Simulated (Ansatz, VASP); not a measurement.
# ZnS: VASP beside Ansatz

```xyz
2
Lattice="0.0000 2.6787 2.6787 2.6787 0.0000 2.6787 2.6787 2.6787 0.0000" Properties=species:S:1:pos:R:3 pbc="T T T"
Zn    0.0000    0.0000    0.0000
S     1.3394    1.3394    1.3394
```

Alike in both runs: functional PBEsol; k mesh 10 × 10 × 10; occupations gaussian, width 0.02 eV; no spin polarisation.

Ansatz relaxed the structure, and its values are those at the end. VASP's run is a single point on that final structure, the one shown.

|  | VASP | Ansatz |
| --- | --- | --- |
| version | VASP 6.6.1 | Ansatz 0.2.0 |
| potentials or method | VASP PAW PBE potentials, release 64 (Zn, S), cutoff 500 eV | scalar-relativistic, plane waves, PAW |
| valence electrons in the cell | 18 | 18 |

```tsv
	VASP	Ansatz	Ansatz less VASP
gap on the k mesh at the Fermi level (eV)	2.09	2.08	-0.007
least direct gap on the mesh (eV)	2.09	2.08	-0.007
pressure (GPa)	0.1	0.0	-0.19
```

VASP's potentials were made for PBE, not for PBEsol.
